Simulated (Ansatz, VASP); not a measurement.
## ZnS: VASP beside Ansatz

```
CELL_PARAMETERS angstrom
3.84936 0.00000 0.00000
-1.92468 3.33365 0.00000
0.00000 0.00000 9.42752
ATOMIC_POSITIONS crystal
Zn 0.00000 0.00000 0.99991
Zn 0.33333 0.66667 0.33325
Zn 0.66667 0.33333 0.66658
S 0.00000 0.00000 0.25009
S 0.33333 0.66667 0.58342
S 0.66667 0.33333 0.91675
```

Alike in both runs: functional PBE; k mesh 12 × 12 × 4; occupations gaussian, width 0.02 eV; no spin polarisation.

Ansatz relaxed the structure, and its values are those at the end. VASP's run is a single point on that final structure, the one shown.

|  | VASP | Ansatz |
| --- | --- | --- |
| version | VASP 6.6.1 | Ansatz 0.2.0 |
| potentials or method | VASP PAW PBE potentials, release 64 (Zn, S), cutoff 520 eV | scalar-relativistic, plane waves, PAW |
| valence electrons in the cell | 54 | 54 |

|  | VASP | Ansatz | Ansatz less VASP |
| --- | --- | --- | --- |
| gap on the k mesh at the Fermi level (eV) | 2.02 | 2.01 | -0.004 |
| least direct gap on the mesh (eV) | 2.02 | 2.01 | -0.004 |
| pressure (GPa) | 0.1 | 0.0 | -0.14 |
| rms of the force components (eV/Å) | 0.005 | 0.005 | 0.0000 |
